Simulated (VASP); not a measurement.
Input of a VASP 6.6.1 run:

The input INCAR:

```
ALGO = Normal ; EDIFF = 1E-7
ENCUT = 520 ; GGA = PE
ISIF = 2 ; ISMEAR = -1
LASPH = T ; LCHARG = F
LREAL = F ; LWAVE = F
NBANDS = 26 ; NELM = 100
PREC = Accurate ; SIGMA = 0.1
```

KPOINTS

```
k-points
0
Gamma
  8 8 2
```

POSCAR

```
Cs
1.0
    5.3290540886      0.0000000000      0.0000000000
   -2.6645270443      4.6150962189      0.0000000000
    0.0000000000      0.0000000000     17.4777315530
Cs
4
Direct
    1.0000000000      1.0000000000      1.0000000000
    1.0000000000      1.0000000000      0.5000000000
    0.3333333333      0.6666666667      0.2500000000
    0.6666666667      0.3333333333      0.7500000000
```

Potentials or basis: VASP PAW PBE potentials, release 64 (Cs_sv).

Launch:

```bash
$ cat potpaw_PBE.64/Cs_sv/POTCAR > POTCAR
$ mpirun -np 1 vasp_std > vasp.out
```

(1) Predict the pressure.

(2) What does it give for the band gap on the k mesh?

## Answers

(1) 0.2 GPa.

(2) zero (bands 18 and 19 overlap by 1.61 eV).

Caveat: spin-orbit coupling is left out, which moves the levels of the heavy elements.
